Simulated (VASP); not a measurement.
# Ba (Cmmm) in VASP: single point with PBEsol

Aim: the single point of Ba with PBEsol.

Everything below comes from runs of VASP 6.6.1. Logs are shortened: lines on timing, memory, paths and dates and some standing lists are left out, and cuts for length are marked.

## (1) The cell of the first run

Symmetry: Cmmm, No. 65, orthorhombic system. Conventional cell: a = 3.910 Å, b = 7.008 Å, c = 5.700 Å, α = 90.00°, β = 90.00°, γ = 90.00°. Ba (site symmetry mmm) has 6 Ba at 3.91 to 4.01 Å within 5.1 Å.

## (2) Single point, PBEsol (strain -0.0400 x Voigt [0, 1, 0, 0, 0, 0])

Contents of INCAR:

```
PREC = Accurate
ENCUT = 520
EDIFF = 1E-7
ISMEAR = 0
SIGMA = 0.15
LREAL = F
LASPH = T
NELM = 80
ALGO = Fast
ISIF = 2
LWAVE = F
LCHARG = F
GGA = PS
NBANDS = 11
```

Contents of KPOINTS:

```
Automatic mesh
0
Gamma
  14 14 8
```

Contents of POSCAR:

```
Ba
1.0
    1.9550000000     -3.5040000000      0.0000000000
    1.9550000000      3.5040000000      0.0000000000
    0.0000000000      0.0000000000      5.7000000000
Ba
1
Direct
    0.0000000000      0.0000000000      0.0000000000
```

Potentials or basis: VASP PAW PBE potentials, release 64 (Ba_sv).

Command:

```bash
$ cat potpaw_PBE.64/Ba_sv/POTCAR > POTCAR
$ mpirun -np 1 vasp_std > vasp.out
```

OUTCAR:

```text
PREC = Accurate
   ENCUT = 520
   EDIFF = 1E-7
   ISMEAR = 0
   LREAL = F
   LASPH = T
   NELM = 80
   ISIF = 2
   GGA = PS

 ion  position               nearest neighbor table
   1  0.000  0.000  0.000-

  LATTYP: Found a base centered orthorhombic cell.
 ALAT       =     3.9100000000
 B/A-ratio  =     1.7923273657
 C/A-ratio  =     1.4578005115

  Lattice vectors:

 A1 = (   1.9550000000,  -3.5040000000,   0.0000000000)
 A2 = (   1.9550000000,   3.5040000000,   0.0000000000)
 A3 = (   0.0000000000,   0.0000000000,   5.7000000000)

Analysis of symmetry for initial positions (statically):
=====================================================================
 Subroutine PRICEL returns:
 Original cell was already a primitive cell.

 Routine SETGRP: Setting up the symmetry group for a
 base centered orthorhombic supercell.

 Subroutine GETGRP returns: Found  8 space group operations
 (whereof  8 operations were pure point group operations)
 out of a pool of  8 trial point group operations.

The static configuration has the point symmetry D_2h.

Analysis of symmetry for dynamics (positions and initial velocities):
=====================================================================
 Subroutine PRICEL returns:
 Original cell was already a primitive cell.

 Routine SETGRP: Setting up the symmetry group for a
 base centered orthorhombic supercell.

 Subroutine GETGRP returns: Found  8 space group operations
 (whereof  8 operations were pure point group operations)
 out of a pool of  8 trial point group operations.

The dynamic configuration has the point symmetry D_2h.

 Subroutine INISYM returns: Found  8 space group operations
 (whereof  8 operations are pure point group operations),
 and found     1 'primitive' translations

----------------------------------------------------------------------------------------

                                     Primitive cell

  volume of cell :      78.0936

  direct lattice vectors                    reciprocal lattice vectors
     1.955000000 -3.504000000  0.000000000     0.255754476 -0.142694064  0.000000000
     1.955000000  3.504000000  0.000000000     0.255754476  0.142694064  0.000000000
     0.000000000  0.000000000  5.700000000     0.000000000  0.000000000  0.175438596

  length of vectors
     4.012485639  4.012485639  5.700000000     0.292868482  0.292868482  0.175438596

  position of ions in fractional coordinates (direct lattice)
     0.000000000  0.000000000  0.000000000

  ion indices of the primitive-cell ions
   primitive index   ion index
                 1           1

----------------------------------------------------------------------------------------

 KPOINTS: Automatic mesh

Automatic generation of k-mesh.
 Grid dimensions read from file:
 generate k-points for:   14   14    8

 Generating k-lattice:

  Cartesian coordinates                     Fractional coordinates (reciprocal lattice)
     0.018268177 -0.010192433  0.000000000     0.071428571  0.000000000  0.000000000
     0.018268177  0.010192433  0.000000000     0.000000000  0.071428571  0.000000000
     0.000000000  0.000000000  0.021929825     0.000000000  0.000000000  0.125000000

  Length of vectors
     0.020919177  0.020919177  0.021929825

  Shift w.r.t. Gamma in fractional coordinates (k-lattice)
     0.000000000  0.000000000  0.000000000

 Subroutine IBZKPT returns following result:
 ===========================================

 Found    285 irreducible k-points:

 Following reciprocal coordinates:
            Coordinates               Weight
  0.000000  0.000000  0.000000      1.000000
  0.071429 -0.000000  0.000000      4.000000
  0.142857  0.000000  0.000000      4.000000
  0.214286 -0.000000  0.000000      4.000000
  0.285714  0.000000  0.000000      4.000000
  0.357143 -0.000000  0.000000      4.000000
[... 16 lines left out ...]
  0.214286  0.142857  0.000000      4.000000
  0.285714  0.142857  0.000000      4.000000
 [... further k-points ...]
   k-points           NKPTS =    285   k-points in BZ     NKDIM =    285   number of bands    NBANDS=     11
   number of dos      NEDOS =    301   number of ions     NIONS =      1
   total plane-waves  NPLWV =  37800
   dimension x,y,z NGX =    30 NGY =   30 NGZ =   42
   dimension x,y,z NGXF=    60 NGYF=   60 NGZF=   84
   ions per type =               1
   NGX,Y,Z   is equivalent  to a cutoff of  12.43, 12.43, 12.25 a.u.
   NGXF,Y,Z  is equivalent  to a cutoff of  24.86, 24.86, 24.50 a.u.
 SYSTEM =  unknown system
   PREC   = accura    normal or accurate (medium, high low for compatibility)
   ISTART =      0    job   : 0-new  1-cont  2-samecut
   ICHARG =      2    charge: 1-file 2-atom 10-const
   ISPIN  =      1    spin polarized calculation?
   LNONCOLLINEAR =      F non collinear calculations
   LSORBIT =      F    spin-orbit coupling
   LASPH  =      T    aspherical Exc in radial PAW
   ENCUT  =  520.0 eV  38.22 Ry    6.18 a.u.   7.46  7.46 10.60*2*pi/ulx,y,z
   NELM   =     80;   NELMIN=  2; NELMDL= -5     # of ELM steps
   EDIFF  = 0.1E-06   stopping-criterion for ELM
   LREAL  =      F    real-space projection
   EDIFFG = 0.1E-05   stopping-criterion for IOM
   NSW    =      0    number of steps for IOM
   IBRION =     -1    ionic relax: 0-MD 1-quasi-New 2-CG
   NFREE  =      0    steps in history (QN), initial steepest desc. (CG)
   ISIF   =      2    stress and relaxation
   ISYM   =      2    0-nonsym 1-usesym 2-fastsym
   POTIM  = 0.5000    time-step for ionic-motion
   TEBEG  =    0.0;   TEEND  =   0.0 temperature during run
   PSTRESS=    0.0 pullay stress
   NELECT =      10.0000    total number of electrons
   NUPDOWN=      -1.0000    fix difference up-down
   EMIN   =  10.00;   EMAX   =-10.00  energy-range for DOS
   EFERMI =   0.00;   METHOD = LEGACY
   ISMEAR =     0;   SIGMA  =   0.15  broadening in eV -4-tet -1-fermi 0-gaus
   EFERMI_NEDOS =   21; number of points for ismear=-14 and -15
   IALGO  =     68    algorithm
   IMIX   =      4    mixing-type and parameters
     AMIX     =   0.40;   BMIX     =  1.00
     AMIX_MAG =   1.60;   BMIX_MAG =  1.00
  volume/ion in A,a.u.               =      78.09       527.00
  Fermi-wavevector in a.u.,A,eV,Ry     =   0.825156  1.559319  9.263976  0.680883
  Thomas-Fermi vector in A             =   1.936966
   LORBIT       =      0    0 simple, 1 ext, 2 COOP (PROOUT), +10 PAW based schemes
   GGA     = PS    functional components
   LHFCALC =     F    Hartree Fock is set to
   AEXX    =    0.0000 exact exchange contribution
   IVDW    =     0    specifies the selected vdW correction
   LEPSILON=     F    determine dielectric tensor
   LRPA    =     F    only Hartree local field effects (RPA)
 non-spin polarized calculation
 RMM-DIIS sequential band-by-band and
 Gauss-broadening in eV      SIGMA  =   0.15
  energy-cutoff  :      520.00
  volume of cell :       78.09
 maximum number of plane-waves:      2134
 NGX is ok and might be reduce to    30
   NGX = 15   NGY = 15   NGZ = 21

 number of electron      10.0000000 magnetization

 Free energy of the ion-electron system (eV)
  ---------------------------------------------------
  ext. energy  EPLUGINS =         0.00000000
  ---------------------------------------------------
  free energy    TOTEN  =        -1.53227244 eV

  energy without entropy =       -1.50138454  energy(sigma->0) =       -1.51682849

 E-fermi :   0.7319     XC(G=0):  -6.6308

 val. band max:        0.7266308830   @ k =   0.2857   0.1429   0.5000
 cond. band min:       0.7329296232   @ k =  -0.0714   0.0714   0.1250
 fundamental gap:      0.0062987402
 Fermi energy:         0.7319455605

 k-point     1 :       0.0000    0.0000    0.0000
  band No.  band energies     occupation
      1     -28.3095      2.00000
      2     -13.5495      2.00000
      3     -12.9842      2.00000
      4     -12.9408      2.00000
      5      -1.6271      2.00000
      6       0.6626      1.48675
      7       2.5076      0.00000
      8       2.9789      0.00000
      9       3.8802      0.00000
     10       5.0558      0.00000
     11       5.1997      0.00000

 k-point     2 :       0.0714   -0.0000    0.0000
  band No.  band energies     occupation
      1     -28.3038      2.00000
      2     -13.5417      2.00000
      3     -13.0148      2.00000
      4     -12.9781      2.00000
      5      -1.5095      2.00000
      6       0.7460      0.89474
      7       2.5241      0.00000
      8       2.8946      0.00000
      9       3.5539      0.00000
     10       5.0299      0.00000
     11       5.5056      0.00000

 k-point     3 :       0.1429    0.0000    0.0000
  band No.  band energies     occupation
      1     -28.2878      2.00000
      2     -13.5197      2.00000
      3     -13.1587      2.00000
      4     -13.0202      2.00000
      5      -1.1854      2.00000
      6       0.9776      0.02056
      7       2.2638      0.00000
      8       2.9812      0.00000
      9       3.1156      0.00000
     10       4.8848      0.00000
     11       6.0849      0.00000

 k-point     4 :       0.2143   -0.0000    0.0000
  band No.  band energies     occupation
      1     -28.2645      2.00000
      2     -13.4875      2.00000
      3     -13.3679      2.00000
      4     -13.0693      2.00000
      5      -0.7358      2.00000
      6       1.2059      0.00001
      7       2.0644      0.00000
      8       2.4242      0.00000
      9       3.6688      0.00000
     10       4.6888      0.00000
     11       6.5919      0.00000
[... 239 lines left out ...]
 k-point    22 :       0.1429    0.1429    0.0000
  band No.  band energies     occupation
      1     -28.2503      2.00000
      2     -13.4763      2.00000
      3     -13.4683      2.00000
      4     -13.1079      2.00000
      5      -0.4446      2.00000
      6       1.5441      0.00000
      7       1.6359      0.00000
      8       2.2103      0.00000
      9       4.1044      0.00000
     10       4.4247      0.00000
     11       7.0367      0.00000

 k-point    23 :       0.2143    0.1429    0.0000
  band No.  band energies     occupation
      1     -28.2267      2.00000
      2     -13.6521      2.00000
      3     -13.4355      2.00000
      4     -13.1774      2.00000
      5       0.0567      2.00000
      6       1.3199      0.00000
      7       1.8693      0.00000
      8       2.0300      0.00000
      9       4.0701      0.00000
     10       4.8559      0.00000
     11       6.9693      0.00000

 k-point    24 :       0.2857    0.1429    0.0000
  band No.  band energies     occupation
      1     -28.2060      2.00000
      2     -13.7937      2.00000
      3     -13.4065      2.00000
      4     -13.2465      2.00000
      5       0.3918      1.99866
      6       1.3423      0.00000
      7       1.6220      0.00000
      8       2.5224      0.00000
      9       3.7489      0.00000
     10       5.2013      0.00000
     11       7.0118      0.00000

 [... further k-points ...]

------------------------ aborting loop because EDIFF is reached ----------------------------------------

  FORCE on cell =-STRESS in cart. coord.  units (eV):
  Direction    XX          YY          ZZ          XY          YZ          ZX
  --------------------------------------------------------------------------------------
  -------------------------------------------------------------------------------------
  Total        1.0489197      0.6948819     -1.1879719      0.0000000      0.0000000      0.0000000
  in kB       21.5197443     14.2562677    -24.3725533      0.0000000      0.0000000      0.0000000
  external PRESSURE =       3.8011529 kB  Pullay stress =       0.0000000 kB

 VOLUME and BASIS-vectors are now :
 -----------------------------------------------------------------------------
  energy-cutoff  :      520.00
  volume of cell :       78.09
      direct lattice vectors                 reciprocal lattice vectors
     1.955000000 -3.504000000  0.000000000     0.255754476 -0.142694064  0.000000000
     1.955000000  3.504000000  0.000000000     0.255754476  0.142694064  0.000000000
     0.000000000  0.000000000  5.700000000     0.000000000  0.000000000  0.175438596

 POSITION                                       TOTAL-FORCE (eV/Angst)
 -----------------------------------------------------------------------------------
      0.00000      0.00000      0.00000         0.000000      0.000000      0.000000
 -----------------------------------------------------------------------------------
    total drift:                               -0.000000      0.000000      0.000000

  FREE ENERGIE OF THE ION-ELECTRON SYSTEM (eV)
  ---------------------------------------------------
  free  energy   TOTEN  =        -1.5322724420 eV

  energy  without entropy=       -1.5013845439  energy(sigma->0) =       -1.51682849
```

Wall time 4.1 min (1 thread of AMD EPYC 7R43 (Zen 3), shared host); peak memory 0.34 GiB.

What came out:

- Free energy: -1.5323 eV
- Pressure: 0.4 GPa
- Band gap on the k mesh: zero (band 5 reaches 1.61 eV, above the bottom of band 6 at 0.49 eV)

Levels at points of the mesh, in eV from the Fermi level:
```csv
k point,band 2,band 3,band 4,band 5,band 6,band 7,band 8,band 9
"(0.00, 0.00, 0.00)",-14.28,-13.72,-13.67,-2.36,-0.07,1.78,2.25,3.15
"(0.50, 0.00, 0.00)",-14.68,-14.12,-13.94,-0.81,0.56,1.47,1.87,3.46
"(0.50, 0.50, 0.00)",-14.64,-14.14,-13.87,-0.79,0.56,1.33,1.69,3.70
"(0.00, 0.00, 0.50)",-14.30,-13.72,-13.67,-1.78,-0.15,1.80,2.12,2.27
"(0.50, 0.00, 0.50)",-14.68,-14.13,-13.94,-0.68,-0.21,2.98,3.17,3.22
"(0.50, 0.50, 0.50)",-14.63,-14.15,-13.86,-0.65,-0.24,2.84,3.00,3.24
```

Caveat: the cell differs from its parent crystal (strain -0.0400 x Voigt [0, 1, 0, 0, 0, 0]); the PAW data sets were made with another functional, which shifts forces and pressure a little; spin-orbit coupling is left out, which moves the levels of the heavy elements.
